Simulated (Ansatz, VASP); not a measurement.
AlN: VASP beside Ansatz

```
Al N
1.0
     0.00000    2.18399    2.18399
     2.18399    0.00000    2.18399
     2.18399    2.18399    0.00000
Al N
1 1
Direct
  0.00000 0.00000 0.00000
  0.25000 0.25000 0.25000
```

Alike in both runs: task relaxation of cell and atoms; functional PBE; dispersion D3(BJ); k mesh 10 × 10 × 10; occupations gaussian, width 0.02 eV; no spin polarisation.

|  | VASP | Ansatz |
| --- | --- | --- |
| version | VASP 6.6.1 | Ansatz 0.2.0 |
| potentials or method | VASP PAW PBE potentials, release 64 (Al, N), cutoff 600 eV | scalar-relativistic, plane waves, PAW |
| valence electrons in the cell | 8 | 8 |

|  | VASP | Ansatz | Ansatz less VASP |
| --- | --- | --- | --- |
| gap on the k mesh at the Fermi level, each at its own relaxed structure (eV) | 3.32 | 3.32 | +0.005 |
| relaxed volume (Å³/atom) | 10.43 | 10.44 | +0.016 |
| relaxed cell length with the largest relative difference (Å) | 3.090 | 3.091 | +0.0015 |
